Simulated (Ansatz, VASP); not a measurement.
**One calculation of As, two programs**

Contents of INCAR:

```
PREC = Accurate ; ENCUT = 520
EDIFF = 1E-8 ; ISMEAR = -1
SIGMA = 0.03 ; LREAL = False
LASPH = True ; NELM = 80
ALGO = Normal ; ISIF = 2
LWAVE = False ; LCHARG = False
GGA = PE ; LEFG = True
NBANDS = 12
```

Contents of KPOINTS:

```
regular mesh
0
Gamma
  11 11 11
```

Contents of POSCAR:

```
As
1.0
    1.9254598960      1.1389290499      3.5154202331
   -1.8340390190      1.1013340607      3.4778252440
    0.0131522229     -2.1356900106      3.4640645229
As
2
Direct
    0.2275400000      0.2275400000      0.2275400000
    0.7724600000      0.7724600000      0.7724600000
```

Input for Ansatz:

```yaml
crystal:
  lattice:
    - [1.925459896, 1.1389290499, 3.5154202331]
    - [-1.834039019, 1.1013340607, 3.477825244]
    - [0.0131522229, -2.1356900106, 3.4640645229]
  atoms:
    - { symbol: As, position: [0.22754, 0.22754, 0.22754] }
    - { symbol: As, position: [0.77246, 0.77246, 0.77246] }
kpoints:
  mp_grid: { grid: [11, 11, 11] }
scf:
  occupations: { method: fermi_dirac, width: 0.03 }
hamiltonian:
  xc: pbe
  pseudopotentials: { kind: paw }
output:
  forces: true
  stress: true
  eigenvalues: true
  efg: { contact_densities: true }
```

Change from the starting cell: equal xy, yz and zx shear strains of +2 %, PAW files.

Alike in both runs: task electric field gradients; functional PBE; k mesh 11 × 11 × 11; occupations fermi-dirac, width 0.03 eV; no spin polarisation.

|  | VASP | Ansatz |
| --- | --- | --- |
| version | VASP 6.6.1 | Ansatz 0.2.0 |
| potentials or method | VASP PAW PBE potentials, release 64 (As) | PAW with Ansatz's default frozen-core files, scalar-relativistic |
| plane-wave cutoff (eV) | 520 | 420 |
| valence electrons in the cell | 10 | 30 |

```tsv
	VASP	Ansatz	Ansatz less VASP
pressure (GPa)	3.9	3.6	-0.31
traceless stress, the component that is largest in VASP (GPa)	-1.57	-1.55	+0.014
rms of the force components (eV/Å)	0.189	0.161	-0.0284
size of Vzz on the site where it differs most (V/Å²)	48.7	51.9	+3.16
```

Atom by atom the forces differ by 0.033 eV/Å (rms over components). With one functional, cell and mesh, what is left measures potentials, basis and numerics. VASP's potentials hold 10 valence electrons a cell and Ansatz's 30, so a difference there can come from the potentials and not from the codes.
